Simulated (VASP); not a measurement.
Wanted: the native input for a VASP 6.6.1 run.

```yaml
Task: single point
Functional: PBE
Potentials_or_basis: VASP PAW PBE potentials, release 64 (Hf_pv, O)
Cutoff: 520 eV
k_mesh: 8 × 8 × 8
Occupations: gaussian, width 0.05 eV
Spin: no spin polarisation
Dipole_correction: no
Further_INCAR_settings: ALGO = Normal; EDIFF = 1e-06; NBANDS = 18
```

The structure of HfO2 lies in POSCAR:

```
HfO2
1.0
    0.1372283599      2.5965179642      2.5965179642
    2.5965179642      0.1372283599      2.5965179642
    2.5965179642      2.5965179642      0.1372283599
Hf O
1 2
Direct
    0.0000000000      0.0000000000      0.0000000000
    0.2500000000      0.2500000000      0.2500000000
    0.7500000000      0.7500000000      0.7500000000
```

One way to write it, as run:

INCAR

```
SYSTEM = HfO2
PREC     = Accurate       ! precision mode
ENCUT    = 520            ! plane-wave cutoff, eV
EDIFF    = 1E-6           ! SCF threshold, eV
ISMEAR   = 0              ! smearing method
SIGMA    = 0.05           ! smearing width, eV
LREAL    = .FALSE.        ! projectors in reciprocal space
LASPH    = .TRUE.         ! aspherical terms in the spheres
NELM     = 60             ! most SCF steps
ALGO     = Normal         ! electronic algorithm
ISIF     = 2              ! what is computed and relaxed
LWAVE    = .FALSE.        ! write WAVECAR
LCHARG   = .FALSE.        ! write CHGCAR
GGA      = PE             ! functional
NBANDS   = 18             ! bands
```

KPOINTS

```
Automatic mesh
0
G
  8 8 8
  0 0 0
```

Potentials or basis: VASP PAW PBE potentials, release 64 (Hf_pv, O).

The run is started by

```console
$ cat potpaw_PBE.64/Hf_pv/POTCAR potpaw_PBE.64/O/POTCAR > POTCAR
$ mpirun -np 1 vasp_std > vasp.out
```

Results of the run:

```json
{
 "Pressure": "5.0 GPa",
 "Largest force": "0.495 eV/Å",
 "Band gap on the k mesh": "3.89 eV, direct"
}
```

Caveat: spin-orbit coupling is left out, which moves the levels of the heavy elements.

It took 23 s on 1 thread of Intel(R) Xeon(R) Platinum 8488C (Sapphire Rapids) (shared host), peak memory 0.17 GiB.
